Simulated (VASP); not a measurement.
# AlN (P6_3/mmc) in VASP: further runs, part 2 of 2

VASP 6.6.1. Earlier steps stand in the parts before.

### Step 5. Single point, PBEsol (volume 10.942 Å^3 an atom, c/a of the conventional cell 1.1951)

INCAR

```
PREC = Accurate ; ENCUT = 520
EDIFF = 1E-6 ; ISMEAR = 0
SIGMA = 0.05 ; LREAL = False
LASPH = True ; NELM = 60
ALGO = Normal ; ISIF = 2
LWAVE = False ; LCHARG = False
GGA = PS ; NBANDS = 16
```

KPOINTS

```
regular mesh
0
Gamma
  9 9 6
```

POSCAR

```
AlN
1.0
    3.4839662659      0.0000000000      0.0000000000
   -1.7419831330      3.0172032922      0.0000000000
    0.0000000000      0.0000000000      4.1636880844
Al N
2 2
Direct
    0.3333333333      0.6666666667      0.7500000000
    0.6666666667      0.3333333333      0.2500000000
    0.3333333333      0.6666666667      0.2500000000
    0.6666666667      0.3333333333      0.7500000000
```

On the command line:

```bash
$ cat potpaw_PBE.64/Al/POTCAR potpaw_PBE.64/N/POTCAR > POTCAR
$ mpirun -np 1 vasp_std > vasp.out
```

Run time: 14 s. Hardware: 1 thread of AMD EPYC 9R45 (Zen 5), shared host; peak memory 0.14 GiB.

The run converged. Its results:

```yaml
Free_energy: -30.5867 eV
Pressure: -19.8 GPa
Band_gap_on_the_k_mesh: 2.70 eV, direct
```

Stress tensor (GPa, compression positive):
```
-22.28   0.00   0.00
  0.00 -22.28   0.00
  0.00   0.00 -14.74
```

Levels at points of the mesh, in eV from the valence-band top:
```csv
k point,band 6,band 7,band 8,band 9,band 10,band 11
"(0.00, 0.00, 0.00)",-1.07,-1.07,0.00,2.70,3.67,7.63
"(0.00, 0.00, 0.50)",-2.04,-2.04,-2.04,5.24,5.24,7.78
```

Caveat: the PAW data sets were made with another functional, which shifts forces and pressure a little.

### Step 6. Single point, PBEsol (volume 10.942 Å^3 an atom, c/a of the conventional cell 1.1574)

INCAR

```
PREC = Accurate
ENCUT = 520
EDIFF = 1E-7
ISMEAR = 0
SIGMA = 0.05
LREAL = F
LASPH = T
NELM = 100
ALGO = Normal
ISIF = 2
LWAVE = F
LCHARG = F
GGA = PS
NBANDS = 16
```

KPOINTS

```
Automatic mesh
0
Gamma
  9 9 6
```

POSCAR

```
AlN
1.0
    3.5213905737      0.0000000000      0.0000000000
   -1.7606952869      3.0496136935      0.0000000000
    0.0000000000      0.0000000000      4.0756574500
Al N
2 2
Direct
    0.3333333333      0.6666666667      0.7500000000
    0.6666666667      0.3333333333      0.2500000000
    0.3333333333      0.6666666667      0.2500000000
    0.6666666667      0.3333333333      0.7500000000
```

Potentials or basis: VASP PAW PBE potentials, release 64 (Al, N).

On the command line:

```bash
$ cat potpaw_PBE.64/Al/POTCAR potpaw_PBE.64/N/POTCAR > POTCAR
$ mpirun -np 1 vasp_std > vasp.out
```

OUTCAR:

```text
PREC = Accurate
   ENCUT = 520
   EDIFF = 1E-7
   ISMEAR = 0
   LREAL = F
   LASPH = T
   NELM = 100
   ISIF = 2
   GGA = PS

 ion  position               nearest neighbor table
   1  0.333  0.667  0.750-   4 2.03   4 2.03   4 2.03   3 2.04   3 2.04   2 2.88   2 2.88   2 2.88
                             2 2.88   2 2.88   2 2.88
   2  0.667  0.333  0.250-   3 2.03   3 2.03   3 2.03   4 2.04   4 2.04   1 2.88   1 2.88   1 2.88
                             1 2.88   1 2.88   1 2.88
   3  0.333  0.667  0.250-   2 2.03   2 2.03   2 2.03   1 2.04   1 2.04
   4  0.667  0.333  0.750-   1 2.03   1 2.03   1 2.03   2 2.04   2 2.04

  LATTYP: Found a hexagonal cell.
 ALAT       =     3.5213905737
 C/A-ratio  =     1.1574000000

  Lattice vectors:

 A1 = (   3.5213905737,   0.0000000000,   0.0000000000)
 A2 = (  -1.7606952869,   3.0496136935,   0.0000000000)
 A3 = (   0.0000000000,   0.0000000000,   4.0756574500)

Analysis of symmetry for initial positions (statically):
=====================================================================
 Subroutine PRICEL returns:
 Original cell was already a primitive cell.

 Routine SETGRP: Setting up the symmetry group for a
 hexagonal supercell.
[... 170 lines left out ...]
  free energy    TOTEN  =       -30.53285912 eV

  energy without entropy =      -30.53285912  energy(sigma->0) =      -30.53285912

 E-fermi :   6.5720     XC(G=0): -10.9149

 val. band max:        6.3690210183   @ k =   0.0000   0.0000   0.0000
 cond. band min:       9.2012964850   @ k =   0.0000   0.0000   0.0000
 fundamental gap:      2.8322754667
 Fermi energy:         6.5720055545

 k-point     1 :       0.0000    0.0000    0.0000
  band No.  band energies     occupation
      1      -9.2983      2.00000
      2      -5.6995      2.00000
      3       0.5895      2.00000
      4       3.5139      2.00000
      5       3.5139      2.00000
      6       5.5204      2.00000
[... 433 lines left out ...]
      3       0.7412      2.00000
      4       1.5378      2.00000
      5       1.5378      2.00000
      6       4.4993      2.00000
[... 8 lines left out ...]
     15      17.7626      0.00000
     16      19.2553      0.00000

 [... further k-points ...]
[... 5 lines left out ...]
  --------------------------------------------------------------------------------------
  -------------------------------------------------------------------------------------
  Total       -6.2317858     -6.2317858     -3.2287159      0.0000000      0.0000000     -0.0000000
  in kB     -228.1215941   -228.1215941   -118.1908095      0.0000000      0.0000000     -0.0000000
  external PRESSURE =    -191.4779992 kB  Pullay stress =       0.0000000 kB

 VOLUME and BASIS-vectors are now :
 -----------------------------------------------------------------------------
  energy-cutoff  :      520.00
  volume of cell :       43.77
      direct lattice vectors                 reciprocal lattice vectors
     3.521390574  0.000000000  0.000000000     0.283978723  0.163955192  0.000000000
    -1.760695287  3.049613694  0.000000000     0.000000000  0.327910385  0.000000000
     0.000000000  0.000000000  4.075657450     0.000000000  0.000000000  0.245359187

 POSITION                                       TOTAL-FORCE (eV/Angst)
 -----------------------------------------------------------------------------------
     -0.00000      2.03308      3.05674        -0.000000      0.000000      0.000000
      1.76070      1.01654      1.01891         0.000000     -0.000000      0.000000
     -0.00000      2.03308      1.01891        -0.000000      0.000000      0.000000
      1.76070      1.01654      3.05674        -0.000000     -0.000000      0.000000
 -----------------------------------------------------------------------------------
    total drift:                                0.000000     -0.000000      0.000000

  FREE ENERGIE OF THE ION-ELECTRON SYSTEM (eV)
  ---------------------------------------------------
  free  energy   TOTEN  =       -30.5328591245 eV

  energy  without entropy=      -30.5328591245  energy(sigma->0) =      -30.53285912
```

stdout:

```text
POSCAR found type information on POSCAR AlN
 POSCAR found :  2 types and       4 ions
 scaLAPACK will be used
 -----------------------------------------------------------------------------
|                                                                             |
|                                                                             |
|     You enforced a specific xc type in the INCAR file but a different       |
|     I HOPE YOU KNOW WHAT YOU ARE DOING!                                     |
|                                                                             |
 -----------------------------------------------------------------------------

 LDA part: xc-table for (Slater+PW92), standard interpolation
 POSCAR, INCAR and KPOINTS ok, starting setup
 FFT: planning ... GRIDC
 FFT: planning ... GRID_SOFT
 FFT: planning ... GRID
 WAVECAR not read
 entering main loop
```

It took 15 s on 1 thread of AMD EPYC 9R45 (Zen 5), shared host; peak memory 0.13 GiB.

Results:

```
Free energy            : -30.5329 eV
Pressure               : -19.1 GPa
Band gap on the k mesh : 2.83 eV, direct
```

Stress tensor (GPa, compression positive):
```
-22.81   0.00   0.00
  0.00 -22.81   0.00
  0.00   0.00 -11.82
```

Levels at points of the mesh, in eV from the valence-band top:
```csv
k point,band 4,band 5,band 6,band 7,band 8,band 9,band 10,band 11,band 12,band 13
"(0.00, 0.00, 0.00)",-2.86,-2.86,-0.85,-0.85,0.00,2.83,3.79,7.68,7.68,10.90
"(0.00, 0.00, 0.50)",-3.36,-1.89,-1.89,-1.89,-1.89,5.42,5.42,7.77,7.77,7.77
```

Caveat: the PAW data sets were made with another functional, which shifts forces and pressure a little.

### Step 7. Summary

```tsv
cell	gap on the mesh (eV)	pressure (GPa)
a = 3.410, b = 3.410, c = 4.346 Å, angles 90.0, 90.0, 120.0°, 4 atoms	2.45	-19.2
a = 3.447, b = 3.447, c = 4.254 Å, angles 90.0, 90.0, 120.0°, 4 atoms	2.57	-19.8
a = 3.374, b = 3.374, c = 4.440 Å, angles 90.0, 90.0, 120.0°, 4 atoms	2.36	-18.1
a = 3.484, b = 3.484, c = 4.164 Å, angles 90.0, 90.0, 120.0°, 4 atoms	2.70	-19.8
a = 3.521, b = 3.521, c = 4.076 Å, angles 90.0, 90.0, 120.0°, 4 atoms	2.83	-19.1
```

Alike in all rows: task single point; level PBEsol; potentials or basis VASP PAW PBE potentials, release 64 (Al, N); no spin polarisation; k mesh 9 × 9 × 6; cutoff (eV) 520; smearing gaussian 0.05 eV.

Caveats: the PAW data sets were made with another functional, which shifts forces and pressure a little.

Absolute energies hang on the potentials; compare differences alone.
